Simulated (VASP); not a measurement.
Cu, 2 atoms in the cell. Symmetry: Cmcm, No. 63, orthorhombic system. Conventional cell: a = 2.341 Å, b = 7.618 Å, c = 2.514 Å, α = 90.00°, β = 90.00°, γ = 90.00°. Within 3.1 Å of Cu (site symmetry m2m) lie 10 Cu at 2.34 to 2.51 Å.  This cell differs from its parent crystal: normal strain along x -0.0550, normal strain along y -0.0550.

| Quantity | Value |
| --- | --- |
| Program | VASP 6.6.1 |
| Task | single point |
| Functional | PBE |
| Potentials or basis | VASP PAW PBE potentials, release 64 (Cu) |
| Cutoff | 520 eV |
| k mesh | 18 × 18 × 18 |
| Occupations | gaussian, width 0.15 eV |
| Spin | no spin polarisation |
| Dipole correction | no |
| Further INCAR settings | ALGO = Fast; EDIFF = 1e-07; NBANDS = 18 |

Potentials or basis: VASP PAW PBE potentials, release 64 (Cu).

Launch:

```sh
$ cat potpaw_PBE.64/Cu/POTCAR > POTCAR
$ mpirun -np 1 vasp_std > vasp.out
```

Hardware: 1 thread of Intel(R) Xeon(R) Platinum 8559C (Emerald Rapids), with other jobs on the host.

Question: How long does it take, and how much memory?

Answer: It took 4.5 min on 1 thread of Intel(R) Xeon(R) Platinum 8559C (Emerald Rapids), with other jobs on the host, peak memory 0.4 GiB. Counts: scf iterations 16, k points 910.
